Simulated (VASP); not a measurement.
**Te3P: relaxation of cell and atoms with PBE**

Crystal: Te3P.

```
CELL_PARAMETERS angstrom
4.62884 0.00000 0.00000
0.00000 4.62884 0.00000
0.00000 0.00000 4.62884
ATOMIC_POSITIONS crystal
Te 0.00000 0.50000 0.50000
Te 0.50000 0.00000 0.50000
Te 0.50000 0.50000 0.00000
P 0.00000 0.00000 0.00000
```

```yaml
Program: VASP 6.6.1
Task: relaxation of cell and atoms
Functional: PBE
Potentials_or_basis: VASP PAW PBE potentials, release 64 (Te, P)
Cutoff: 600 eV
k_mesh: 10 × 10 × 10
Occupations: gaussian, width 0.1 eV
Spin: no spin polarisation
Dipole_correction: no
Further_INCAR_settings: ALGO = Normal; EDIFF = 1e-07; IBRION = 2; EDIFFG = -0.01; NSW = 100; ISIF = 3
```

The relaxed volume is 24.96 Å³/atom. The relaxed cell is a = 4.639 Å, b = 4.639 Å, c = 4.639 Å, α = 90.00°, β = 90.00°, γ = 90.00°, the space group after relaxing (to 0.1 Å) is Pm-3m (No. 221) and the energy gained by relaxing is 0.2 meV/atom. The ionic steps are 3. The pressure after relaxing is 0.0 GPa and the band gap on the k mesh is zero (an odd number of electrons rules out a gap without spin polarisation).

The path:
| step | energy change (eV) | largest force (eV/Å) | pressure (GPa) | volume (Å³) |
| --- | --- | --- | --- | --- |
| 1 | 0.0000 | 0.0000 | 0.43 | 99.18 |
| 2 | -0.0008 | 0.0000 | -0.16 | 100.13 |
| 3 | -0.0009 | 0.0000 | 0.00 | 99.86 |

Final structure:
```
CELL_PARAMETERS angstrom
4.63940 0.00000 0.00000
0.00000 4.63940 0.00000
0.00000 0.00000 4.63940
ATOMIC_POSITIONS crystal
Te 0.00000 0.50000 0.50000
Te 0.50000 0.00000 0.50000
Te 0.50000 0.50000 0.00000
P 0.00000 0.00000 0.00000
```

Levels at points of the mesh, in eV from the Fermi level:
```csv
k point,band 9,band 10,band 11,band 12,band 13,band 14,band 15
"(0.00, 0.00, 0.00)",-0.55,-0.55,-0.53,-0.53,-0.53,3.55,3.59
"(0.50, 0.00, 0.00)",-2.14,-2.14,-0.73,-0.42,0.97,0.97,1.00
"(0.50, 0.50, 0.00)",-2.51,-2.27,-2.27,-1.62,1.91,1.91,2.02
"(0.50, 0.50, 0.50)",1.94,1.94,1.94,2.20,2.20,2.49,2.49
```

Wall time 4 min on 1 thread of Intel Xeon 8259CL, with other jobs on the host, peak memory 0.31 GiB.

Caveat: spin-orbit coupling is left out, which moves the levels of the heavy elements.
